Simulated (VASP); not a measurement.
A run of VASP 6.6.1 is set up as follows.

The input INCAR:

```
SYSTEM = Fe
PREC = Accurate
ENCUT = 520
EDIFF = 1E-6
ISMEAR = 0
SIGMA = 0.1
LREAL = .False.
LASPH = .True.
NELM = 80
ALGO = Fast
ISIF = 2
LWAVE = .False.
LCHARG = .True.
GGA = PS
LELF = .True.
LVHAR = .True.
NBANDS = 15
```

File KPOINTS:

```
Automatic mesh
0
Gamma
  21 21 12
  0 0 0
```

POSCAR

```
Fe
1.0
    2.4291775515      0.0000000000      0.0000000000
   -1.2145887758      2.1037294698      0.0000000000
    0.0000000000      0.0000000000      3.8408855688
Fe
2
Direct
    0.3333333333      0.6666666667      0.2500000000
    0.6666666667      0.3333333333      0.7500000000
```

Potentials or basis: VASP PAW PBE potentials, release 64 (Fe).

Command:

```sh
$ cat potpaw_PBE.64/Fe/POTCAR > POTCAR
$ mpirun -np 1 vasp_std > vasp.out
```

(1) What does it give for the pressure?

(2) Predict the band gap on the k mesh.

Results:

(1) -0.3 GPa.

(2) zero (band 8 reaches 8.13 eV, above the bottom of band 9 at 6.14 eV).

Caveat: the PAW data sets were made with another functional, which shifts forces and pressure a little; the run has no spin polarisation, though such a crystal can be magnetic.
